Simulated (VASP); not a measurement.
# AlCu3 (P-4m2) in VASP: a series of runs, part 2 of 2

VASP 6.6.1.

## 4. Single point, LDA (atoms displaced along a vibrational mode, the cell strained)

The input, INCAR:

```
ALGO = Fast
EDIFF = 1E-7
ENCUT = 520
ISIF = 2
ISMEAR = 0
LASPH = True
LCHARG = True
LELF = True
LREAL = False
LVHAR = True
LWAVE = False
NBANDS = 26
NELM = 100
PREC = Accurate
SIGMA = 0.15
```

The input, KPOINTS:

```
k-points
0
Gamma
  12 12 12
```

The input, POSCAR:

```
AlCu3
1.0
    3.6188147484      0.0000000000      0.0000000000
    0.0000000000      3.6188147484      0.0000000000
    0.0000000000      0.0000000000      3.6188147484
Al Cu
1 3
Direct
    0.0000000000      0.0000000000      0.0000000000
    0.5000000000      0.4839510768      0.0000000000
    0.5000000000      0.0000000000      0.5000000000
    0.0000000000      0.5160489232      0.5000000000
```

Potentials or basis: VASP PAW LDA potentials, release 64 (Al, Cu).

Command:

```sh
cat potpaw_LDA.64/Al/POTCAR potpaw_LDA.64/Cu/POTCAR > POTCAR
mpirun -np 1 vasp_std > vasp.out
```

OUTCAR:

```text
EDIFF = 1E-7
   ENCUT = 520
   ISIF = 2
   ISMEAR = 0
   LASPH = True
   LREAL = False
   NELM = 100
   PREC = Accurate

 ion  position               nearest neighbor table
   1  0.000  0.000  0.000-   2 2.52   4 2.52   4 2.52   2 2.52   3 2.56   3 2.56   3 2.56   3 2.56
                             4 2.60   4 2.60   2 2.60   2 2.60
   2  0.500  0.484  0.000-   1 2.52   3 2.52   3 2.52   1 2.52   4 2.56   4 2.56   4 2.56   4 2.56
                             1 2.60   3 2.60   1 2.60   3 2.60
   3  0.500  0.000  0.500-   2 2.52   4 2.52   2 2.52   4 2.52   1 2.56   1 2.56   1 2.56   1 2.56
                             4 2.60   4 2.60   2 2.60   2 2.60
   4  0.000  0.516  0.500-   1 2.52   3 2.52   1 2.52   3 2.52   2 2.56   2 2.56   2 2.56   2 2.56
                             1 2.60   3 2.60   1 2.60   3 2.60

  LATTYP: Found a simple cubic cell.
 ALAT       =     3.6188147484

  Lattice vectors:

 A1 = (   3.6188147484,   0.0000000000,   0.0000000000)
 A2 = (   0.0000000000,   3.6188147484,   0.0000000000)
 A3 = (   0.0000000000,   0.0000000000,   3.6188147484)

Analysis of symmetry for initial positions (statically):
=====================================================================
 Subroutine PRICEL returns:
[... 180 lines left out ...]
 cond. band min:       8.7196750637   @ k =   0.1667   0.0833   0.0833
 fundamental gap:      0.0375934353
 Fermi energy:         8.6869692882

 k-point     1 :       0.0000    0.0000    0.0000
  band No.  band energies     occupation
      1      -2.0845      2.00000
      2       3.1555      2.00000
      3       3.7267      2.00000
      4       3.7379      2.00000
      5       3.9896      2.00000
      6       3.9896      2.00000
[... 685 lines left out ...]
     25      18.0541      0.00000
     26      19.6691      0.00000

 [... further k-points ...]

------------------------ aborting loop because EDIFF is reached ----------------------------------------

  FORCE on cell =-STRESS in cart. coord.  units (eV):
  Direction    XX          YY          ZZ          XY          YZ          ZX
  --------------------------------------------------------------------------------------
  -------------------------------------------------------------------------------------
  Total       -0.9000288     -0.8819653     -0.9000288      0.0000000      0.0000000     -0.0000000
  in kB      -30.4276149    -29.8169364    -30.4276149      0.0000000      0.0000000     -0.0000000
  external PRESSURE =     -30.2240554 kB  Pullay stress =       0.0000000 kB

 VOLUME and BASIS-vectors are now :
 -----------------------------------------------------------------------------
  energy-cutoff  :      520.00
  volume of cell :       47.39
      direct lattice vectors                 reciprocal lattice vectors
     3.618814748  0.000000000  0.000000000     0.276333570  0.000000000  0.000000000
     0.000000000  3.618814748  0.000000000     0.000000000  0.276333570  0.000000000
     0.000000000  0.000000000  3.618814748     0.000000000  0.000000000  0.276333570

 POSITION                                       TOTAL-FORCE (eV/Angst)
 -----------------------------------------------------------------------------------
      0.00000      0.00000      0.00000         0.000000      0.000000      0.000000
      1.80941      1.75133      0.00000         0.000000      0.347858     -0.000000
      1.80941      0.00000      1.80941         0.000000      0.000000      0.000000
      0.00000      1.86749      1.80941        -0.000000     -0.347858      0.000000
 -----------------------------------------------------------------------------------
    total drift:                                0.000000     -0.000000     -0.000000

  FREE ENERGIE OF THE ION-ELECTRON SYSTEM (eV)
  ---------------------------------------------------
  free  energy   TOTEN  =       -19.0784845841 eV

  energy  without entropy=      -19.0675734622  energy(sigma->0) =      -19.07302902
```

OSZICAR:

```text
N       E                     dE             d eps       ncg     rms          rms(c)
DAV:   1     0.249092771248E+03    0.24909E+03   -0.15683E+04 10768   0.223E+03
DAV:   2    -0.409841777897E+01   -0.25319E+03   -0.24232E+03 10200   0.352E+02
DAV:   3    -0.230573142300E+02   -0.18959E+02   -0.18160E+02 11566   0.138E+02
DAV:   4    -0.234764464527E+02   -0.41913E+00   -0.41777E+00 15120   0.240E+01
DAV:   5    -0.234828421212E+02   -0.63957E-02   -0.63948E-02 15730   0.233E+00    0.174E+01
RMM:   6    -0.221323327578E+02    0.13505E+01   -0.43391E+01 11564   0.103E+02    0.120E+01
RMM:   7    -0.190872082217E+02    0.30451E+01   -0.10864E+01 11168   0.538E+01    0.155E+00
RMM:   8    -0.190735546388E+02    0.13654E-01   -0.22643E-01 12379   0.704E+00    0.484E-01
RMM:   9    -0.190776598031E+02   -0.41052E-02   -0.92679E-02 12717   0.177E+00    0.244E-01
RMM:  10    -0.190779758839E+02   -0.31608E-03   -0.14949E-02 12697   0.181E+00    0.127E-01
RMM:  11    -0.190786966793E+02   -0.72080E-03   -0.58486E-03 13526   0.795E-01    0.162E-01
RMM:  12    -0.190783977092E+02    0.29897E-03   -0.18914E-03 12319   0.541E-01    0.202E-02
RMM:  13    -0.190784804432E+02   -0.82734E-04   -0.87485E-04 15668   0.222E-01    0.184E-02
RMM:  14    -0.190784847525E+02   -0.43093E-05   -0.50803E-05 15363   0.532E-02    0.135E-02
RMM:  15    -0.190784872123E+02   -0.24598E-05   -0.11758E-05 12362   0.476E-02    0.132E-02
RMM:  16    -0.190784845757E+02    0.26366E-05   -0.92699E-06 12254   0.479E-02    0.470E-03
RMM:  17    -0.190784845411E+02    0.34606E-07   -0.13439E-06 12939   0.131E-02    0.121E-03
RMM:  18    -0.190784845841E+02   -0.42997E-07   -0.42184E-07  9684   0.470E-03
   1 F= -.19078485E+02 E0= -.19073029E+02  d E =-.109111E-01
```

stdout:

```text
POSCAR found type information on POSCAR AlCu
 POSCAR found :  2 types and       4 ions
 scaLAPACK will be used
 LDA part: xc-table for (Slater(with rela. corr.)+CA(PZ))
 , standard interpolation
 POSCAR, INCAR and KPOINTS ok, starting setup
 FFT: planning ... GRIDC
 FFT: planning ... GRID_SOFT
 FFT: planning ... GRID
 WAVECAR not read
 entering main loop
WARNING in EDDRMM: call to ZHEGV failed, returncode =   8  4     25
```

It took 2.2 min on 1 thread of Intel Xeon 6975P-C (Granite Rapids), shared host; peak memory 0.29 GiB.

What came out:

```
Free energy            : -19.0785 eV
Pressure               : -3.0 GPa
Largest force          : 0.348 eV/Å
Band gap on the k mesh : zero (bands 18 and 19 overlap by 5.61 eV)
```

Forces on the atoms (eV/Å):
```
Al   0.000  0.000  0.000
Cu   0.000  0.348  0.000
Cu   0.000  0.000  0.000
Cu   0.000 -0.348  0.000
```

Levels at points of the mesh, in eV from the Fermi level:
```
           k point  band 14  band 15  band 16  band 17  band 18  band 19  band 20  band 21  band 22  band 23
(0.00, 0.00, 0.00)    -2.15    -2.14    -2.14    -0.29    -0.29    -0.25     4.44     4.46     5.15    10.58
(0.50, 0.00, 0.00)    -3.02    -2.96    -2.56    -2.13     3.78     3.84     3.92     3.94     4.90     5.95
(0.00, 0.50, 0.00)    -3.10    -2.92    -2.57    -2.14     3.83     3.83     3.95     3.95     4.86     5.96
(0.50, 0.50, 0.00)    -2.99    -2.94    -2.83    -2.41    -1.25    -1.24     6.32     6.48     6.60     7.06
(0.50, 0.00, 0.50)    -3.02    -3.01    -2.81    -2.41    -1.26    -1.26     6.41     6.51     6.51     7.09
(0.50, 0.50, 0.50)    -2.95    -2.92    -2.32    -2.31    -2.31    -1.43     1.34     1.78     1.78     1.78
```

Caveat: the cell differs from its parent crystal (atoms displaced along a vibrational mode, the cell strained); the cell stands under tension.

## 5. Summary

```csv
cell,further INCAR settings,gap on the mesh (eV),pressure (GPa),largest force (eV/Å)
"a = 3.679 Å, 4 atoms, atomic positions A",ALGO = Fast; EDIFF = 1e-06; NBANDS = 26,none,-9.7,0.18
"a = 3.619 Å, 4 atoms, atomic positions B",ALGO = Fast; EDIFF = 1e-06; NBANDS = 26,none,-3.3,0.11
"a = 3.619 Å, 4 atoms, atomic positions C",ALGO = Fast; EDIFF = 1e-07; NBANDS = 26,none,-3.0,0.35
```

Alike in all rows: task single point; level LDA; potentials or basis VASP PAW LDA potentials, release 64 (Al, Cu); no spin polarisation; k mesh 12 × 12 × 12; cutoff (eV) 520; smearing gaussian 0.15 eV.

Caveats: the cell stands under tension.

Total energies depend on the potentials used, so only differences within one code and one set of settings carry meaning.
